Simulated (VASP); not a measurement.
Here is a VASP 6.6.1 calculation.

File INCAR:

```
SYSTEM = GaN
PREC = Accurate
ENCUT = 520
EDIFF = 1E-6
ISMEAR = -1
SIGMA = 0.02
LREAL = .False.
LASPH = .True.
NELM = 80
ALGO = Normal
ISIF = 2
LWAVE = .False.
LCHARG = .False.
GGA = PS
NBANDS = 16
```

Contents of KPOINTS:

```
regular mesh
0
Gamma
  10 10 10
  0 0 0
```

File POSCAR:

```
GaN
1.0
    0.0000000000      2.0315785487      2.0315785487
    2.0315785487      0.0000000000      2.0315785487
    2.0315785487      2.0315785487      0.0000000000
Ga N
1 1
Direct
    0.5000000000      0.5000000000      0.5000000000
    0.0000000000      0.0000000000      0.0000000000
```

Potentials or basis: VASP PAW PBE potentials, release 64 (Ga_d, N).

Run with:

```bash
$ cat potpaw_PBE.64/Ga_d/POTCAR potpaw_PBE.64/N/POTCAR > POTCAR
$ mpirun -np 1 vasp_std > vasp.out
```

(1) Estimate the band gap on the k mesh.

(2) What does it give for the pressure?

Answers

(1) 1.31 eV, indirect (least direct gap 4.35 eV).

(2) 34.6 GPa.

Caveat: the PAW data sets were made with another functional, which shifts forces and pressure a little.
